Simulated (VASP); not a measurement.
Here is a VASP 6.6.1 calculation.

Contents of INCAR:

```
PREC = Accurate ; ENCUT = 520
EDIFF = 1E-6 ; ISMEAR = -1
SIGMA = 0.05 ; LREAL = F
LASPH = T ; NELM = 100
ALGO = Normal ; ISIF = 2
LWAVE = F ; LCHARG = F
GGA = RP ; NBANDS = 17
```

Contents of KPOINTS:

```
Automatic mesh
0
Gamma
  7 7 7
```

Contents of POSCAR:

```
SnTe
1.0
    0.0000000000      3.6563579903      3.6563579903
    3.6563579903      0.0000000000      3.6563579903
    3.6563579903      3.6563579903      0.0000000000
Te Sn
1 1
Direct
    0.2500000000      0.2500000000      0.2500000000
    0.0000000000      0.0000000000      0.0000000000
```

Potentials or basis: VASP PAW PBE potentials, release 64 (Te, Sn_d).

Run with:

```console
$ cat potpaw_PBE.64/Te/POTCAR potpaw_PBE.64/Sn_d/POTCAR > POTCAR
$ mpirun -np 1 vasp_std > vasp.out
```

Question: What does it give for the pressure?

Answer: 0.0 GPa.

Question: What does it give for the band gap on the k mesh?

Answer: 0.50 eV, indirect (least direct gap 0.93 eV).

Caveat: the PAW data sets were made with another functional, which shifts forces and pressure a little; spin-orbit coupling is left out, which moves the levels of the heavy elements. A k mesh can miss the band edges.
